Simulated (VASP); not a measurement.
# CsSnBr3 (Pm-3m) in VASP: single point with PBE

Aim: the single point of CsSnBr3 with PBE.

Everything below comes from runs of VASP 6.6.1. Logs are shortened: lines on timing, memory, paths and dates and some standing lists are left out, and cuts for length are marked.

**1. The cell of the first run**

Symmetry: Pm-3m, No. 221, cubic system. The conventional cell has a = 5.839 Å, b = 5.839 Å, c = 5.839 Å, α = 90.00°, β = 90.00°, γ = 90.00°. Cs (site symmetry m-3m) has 12 Br at 4.13 Å and 8 Sn at 5.06 Å within 5.4 Å. Within 3.8 Å of Sn (site symmetry m-3m) lie 6 Br at 2.92 Å. Within 3.8 Å of Br (site symmetry 4/mmm) lie 2 Sn at 2.92 Å.

**2. Single point, PBE**

The input, INCAR:

```
PREC = Accurate ; ENCUT = 500
EDIFF = 1E-6 ; ISMEAR = 0
SIGMA = 0.01 ; LREAL = False
LASPH = True ; NELM = 120
ALGO = Normal ; ISIF = 2
LWAVE = False ; LCHARG = False
GGA = PE ; NBANDS = 30
GGA_COMPAT = False
```

The input, KPOINTS:

```
Automatic mesh
0
Gamma
  4 4 4
```

The input, POSCAR:

```
CsSnBr3
1.0
    5.8390060000      0.0000000000      0.0000000000
    0.0000000000      5.8390060000      0.0000000000
    0.0000000000      0.0000000000      5.8390060000
Cs Sn Br
1 1 3
Direct
    0.0000000000      0.0000000000      0.0000000000
    0.5000000000      0.5000000000      0.5000000000
    0.5000000000      0.0000000000      0.5000000000
    0.5000000000      0.5000000000      0.0000000000
    0.0000000000      0.5000000000      0.5000000000
```

Potentials or basis: VASP PAW PBE potentials, release 64 (Cs_sv, Sn_d, Br).

On the command line:

```console
cat potpaw_PBE.64/Cs_sv/POTCAR potpaw_PBE.64/Sn_d/POTCAR potpaw_PBE.64/Br/POTCAR > POTCAR
mpirun -np 1 vasp_std > vasp.out
```

OUTCAR:

```text
PREC = Accurate
   ENCUT = 500
   EDIFF = 1E-6
   ISMEAR = 0
   LREAL = False
   LASPH = True
   NELM = 120
   ISIF = 2
   GGA = PE

 ion  position               nearest neighbor table
   1  0.000  0.000  0.000-
   2  0.500  0.500  0.500-   3 2.92   4 2.92   5 2.92   4 2.92   3 2.92   5 2.92
   3  0.500  0.000  0.500-   2 2.92   2 2.92
   4  0.500  0.500  0.000-   2 2.92   2 2.92
   5  0.000  0.500  0.500-   2 2.92   2 2.92

  LATTYP: Found a simple cubic cell.
 ALAT       =     5.8390060000

  Lattice vectors:

 A1 = (   5.8390060000,   0.0000000000,   0.0000000000)
 A2 = (   0.0000000000,   5.8390060000,   0.0000000000)
 A3 = (   0.0000000000,   0.0000000000,   5.8390060000)

Analysis of symmetry for initial positions (statically):
=====================================================================
 Subroutine PRICEL returns:
 Original cell was already a primitive cell.

 Routine SETGRP: Setting up the symmetry group for a
 simple cubic supercell.

 Subroutine GETGRP returns: Found 48 space group operations
 (whereof 48 operations were pure point group operations)
 out of a pool of 48 trial point group operations.

The static configuration has the point symmetry O_h .

Analysis of symmetry for dynamics (positions and initial velocities):
=====================================================================
 Subroutine PRICEL returns:
 Original cell was already a primitive cell.

 Routine SETGRP: Setting up the symmetry group for a
 simple cubic supercell.

 Subroutine GETGRP returns: Found 48 space group operations
 (whereof 48 operations were pure point group operations)
 out of a pool of 48 trial point group operations.

The dynamic configuration has the point symmetry O_h .

 Subroutine INISYM returns: Found 48 space group operations
 (whereof 48 operations are pure point group operations),
 and found     1 'primitive' translations

----------------------------------------------------------------------------------------

                                     Primitive cell

  volume of cell :     199.0750

  direct lattice vectors                    reciprocal lattice vectors
     5.839006000  0.000000000  0.000000000     0.171262026  0.000000000  0.000000000
     0.000000000  5.839006000  0.000000000     0.000000000  0.171262026  0.000000000
[... 74 lines left out ...]
   ENCUT  =  500.0 eV  36.75 Ry    6.06 a.u.  10.65 10.65 10.65*2*pi/ulx,y,z
   NELM   =    120;   NELMIN=  2; NELMDL= -5     # of ELM steps
   EDIFF  = 0.1E-05   stopping-criterion for ELM
   LREAL  =      F    real-space projection
   EDIFFG = 0.1E-04   stopping-criterion for IOM
   NSW    =      0    number of steps for IOM
   IBRION =     -1    ionic relax: 0-MD 1-quasi-New 2-CG
   NFREE  =      0    steps in history (QN), initial steepest desc. (CG)
   ISIF   =      2    stress and relaxation
   ISYM   =      2    0-nonsym 1-usesym 2-fastsym
   POTIM  = 0.5000    time-step for ionic-motion
   TEBEG  =    0.0;   TEEND  =   0.0 temperature during run
   PSTRESS=    0.0 pullay stress
   NELECT =      44.0000    total number of electrons
   NUPDOWN=      -1.0000    fix difference up-down
   EMIN   =  10.00;   EMAX   =-10.00  energy-range for DOS
   EFERMI =   0.00;   METHOD = LEGACY
   ISMEAR =     0;   SIGMA  =   0.01  broadening in eV -4-tet -1-fermi 0-gaus
   EFERMI_NEDOS =   21; number of points for ismear=-14 and -15
   IALGO  =     38    algorithm
   IMIX   =      4    mixing-type and parameters
     AMIX     =   0.40;   BMIX     =  1.00
     AMIX_MAG =   1.60;   BMIX_MAG =  1.00
  volume/ion in A,a.u.               =      39.82       268.68
  Fermi-wavevector in a.u.,A,eV,Ry     =   0.989814  1.870477 13.330052  0.979731
  Thomas-Fermi vector in A             =   2.121439
   LORBIT       =      0    0 simple, 1 ext, 2 COOP (PROOUT), +10 PAW based schemes
   GGA     = PE    functional components
   LHFCALC =     F    Hartree Fock is set to
   AEXX    =    0.0000 exact exchange contribution
   IVDW    =     0    specifies the selected vdW correction
   LEPSILON=     F    determine dielectric tensor
   LRPA    =     F    only Hartree local field effects (RPA)
 non-spin polarized calculation
 Gauss-broadening in eV      SIGMA  =   0.01
  energy-cutoff  :      500.00
  volume of cell :      199.08
 maximum number of plane-waves:      5078
 NGX is ok and might be reduce to    48
   NGX = 21   NGY = 21   NGZ = 21

 number of electron      44.0000008 magnetization

 Free energy of the ion-electron system (eV)
  ---------------------------------------------------
  ext. energy  EPLUGINS =         0.00000000
  ---------------------------------------------------
  free energy    TOTEN  =       -15.77554074 eV

  energy without entropy =      -15.77554074  energy(sigma->0) =      -15.77554074

 E-fermi :   2.2412     XC(G=0):  -7.6583

 val. band max:        2.1713770561   @ k =   0.5000   0.5000   0.5000
 cond. band min:       2.6677944298   @ k =   0.5000   0.5000   0.5000
 fundamental gap:      0.4964173737
 Fermi energy:         2.2412291242

 k-point     1 :       0.0000    0.0000    0.0000
  band No.  band energies     occupation
      1     -20.0958      2.00000
      2     -20.0449      2.00000
      3     -20.0449      2.00000
      4     -20.0185      2.00000
      5     -20.0185      2.00000
      6     -20.0185      2.00000
[... 319 lines left out ...]
     29       6.5112      0.00000
     30       7.7703      0.00000

------------------------ aborting loop because EDIFF is reached ----------------------------------------

  FORCE on cell =-STRESS in cart. coord.  units (eV):
  Direction    XX          YY          ZZ          XY          YZ          ZX
  --------------------------------------------------------------------------------------
  -------------------------------------------------------------------------------------
  Total        0.9427631      0.9427631      0.9427631      0.0000000      0.0000000     -0.0000000
  in kB        7.5874596      7.5874596      7.5874596      0.0000000      0.0000000     -0.0000000
  external PRESSURE =       7.5874596 kB  Pullay stress =       0.0000000 kB

 VOLUME and BASIS-vectors are now :
 -----------------------------------------------------------------------------
  energy-cutoff  :      500.00
  volume of cell :      199.08
      direct lattice vectors                 reciprocal lattice vectors
     5.839006000  0.000000000  0.000000000     0.171262026  0.000000000  0.000000000
     0.000000000  5.839006000  0.000000000     0.000000000  0.171262026  0.000000000
     0.000000000  0.000000000  5.839006000     0.000000000  0.000000000  0.171262026

 POSITION                                       TOTAL-FORCE (eV/Angst)
 -----------------------------------------------------------------------------------
      0.00000      0.00000      0.00000         0.000000      0.000000      0.000000
      2.91950      2.91950      2.91950         0.000000      0.000000      0.000000
      2.91950      0.00000      2.91950         0.000000      0.000000      0.000000
      2.91950      2.91950      0.00000         0.000000      0.000000      0.000000
      0.00000      2.91950      2.91950         0.000000      0.000000      0.000000
 -----------------------------------------------------------------------------------
    total drift:                                0.000000     -0.000000     -0.000000

  FREE ENERGIE OF THE ION-ELECTRON SYSTEM (eV)
  ---------------------------------------------------
  free  energy   TOTEN  =       -15.7755407383 eV

  energy  without entropy=      -15.7755407383  energy(sigma->0) =      -15.77554074
```

OSZICAR:

```text
N       E                     dE             d eps       ncg     rms          rms(c)
DAV:   1     0.378969957387E+03    0.37897E+03   -0.18576E+04   600   0.137E+03
DAV:   2     0.335032807875E+02   -0.34547E+03   -0.33089E+03   696   0.311E+02
DAV:   3    -0.144036233423E+02   -0.47907E+02   -0.47413E+02   694   0.125E+02
DAV:   4    -0.162403833904E+02   -0.18368E+01   -0.18294E+01   760   0.294E+01
DAV:   5    -0.162784343625E+02   -0.38051E-01   -0.38029E-01   716   0.407E+00    0.495E+00
DAV:   6    -0.158043088096E+02    0.47413E+00   -0.75804E-01   860   0.455E+00    0.277E+00
DAV:   7    -0.157666689043E+02    0.37640E-01   -0.35391E-01   786   0.252E+00    0.103E+00
DAV:   8    -0.157748898026E+02   -0.82209E-02   -0.40207E-02   710   0.134E+00    0.174E-01
DAV:   9    -0.157750834216E+02   -0.19362E-03   -0.32236E-03   814   0.395E-01    0.921E-02
DAV:  10    -0.157754922023E+02   -0.40878E-03   -0.82001E-04   712   0.137E-01    0.440E-02
DAV:  11    -0.157755377460E+02   -0.45544E-04   -0.15919E-04   736   0.886E-02    0.997E-03
DAV:  12    -0.157755411046E+02   -0.33586E-05   -0.22838E-05   778   0.315E-02    0.106E-02
DAV:  13    -0.157755407383E+02    0.36626E-06   -0.88369E-07   478   0.589E-03
   1 F= -.15775541E+02 E0= -.15775541E+02  d E =-.568414E-25
```

Run time: 54 s. Hardware: 1 thread of Intel Xeon Platinum 8488C (Sapphire Rapids), shared host; peak memory 0.34 GiB.

Results:

- Free energy: -15.7755 eV
- Pressure: 0.8 GPa
- Band gap on the k mesh: 0.50 eV, direct

Levels at points of the mesh, in eV from the valence-band top:
| k point | band 18 | band 19 | band 20 | band 21 | band 22 | band 23 | band 24 | band 25 | band 26 | band 27 |
| --- | --- | --- | --- | --- | --- | --- | --- | --- | --- | --- |
| (0.00, 0.00, 0.00) | -3.00 | -3.00 | -2.87 | -2.87 | -2.87 | 2.24 | 3.28 | 3.28 | 3.93 | 3.93 |
| (0.50, 0.00, 0.00) | -3.18 | -3.14 | -2.99 | -2.99 | -1.99 | 1.48 | 3.68 | 4.32 | 4.33 | 4.34 |
| (0.50, 0.50, 0.00) | -3.30 | -3.26 | -3.26 | -2.52 | -0.97 | 1.02 | 1.02 | 3.93 | 4.39 | 4.82 |
| (0.50, 0.50, 0.50) | -3.29 | -2.50 | -2.50 | -2.50 | 0.00 | 0.50 | 0.50 | 0.50 | 3.73 | 4.34 |

Caveat: spin-orbit coupling is left out, which moves the levels of the heavy elements. A k mesh can miss the band edges.
